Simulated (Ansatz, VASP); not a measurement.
One calculation of Ga, two programs

```
Ga
1.0
     2.77842    0.00000    0.00000
     0.00000    3.28161    0.00000
    -1.34343    0.00000    3.99027
Ga
2
Direct
  0.13460 0.75000 0.77017
  0.86540 0.25000 0.22983
```

Alike in both runs: task single point; functional B3LYP; k mesh 5 × 4 × 4; occupations fermi-dirac, width 0.05 eV; no spin polarisation.

|  | VASP | Ansatz |
| --- | --- | --- |
| version | VASP 6.6.1 | Ansatz 0.2.0 |
| potentials or method | VASP PAW PBE potentials, release 64 (Ga_d) | Ansatz PAW |
| plane-wave cutoff (eV) | 520 | 420 |
| valence electrons in the cell | 26 | 26 |

Ansatz gave:

| Quantity | Value |
| --- | --- |
| gap on the k mesh at the Fermi level (eV) | none |
| pressure (GPa) | 6.0 |
| traceless stress, the component that is largest in VASP (GPa) | -4.32 |
| rms of the force components (eV/Å) | 0.018 |

Task: Estimate VASP's values.

Result: gap on the k mesh at the Fermi level (eV): none; pressure (GPa): 5.9; traceless stress, the component that is largest in VASP (GPa): -4.37; rms of the force components (eV/Å): 0.018.

VASP's potentials were made for PBE, not for B3LYP. Atom by atom the forces differ by 0.001 eV/Å (rms over components). A gap of «none» marks a metal or a gap that the smearing closes. The functional is the same, so the differences come from potentials, cutoffs and numerics.

The k mesh is coarse, so the values compare programs but aren't converged.
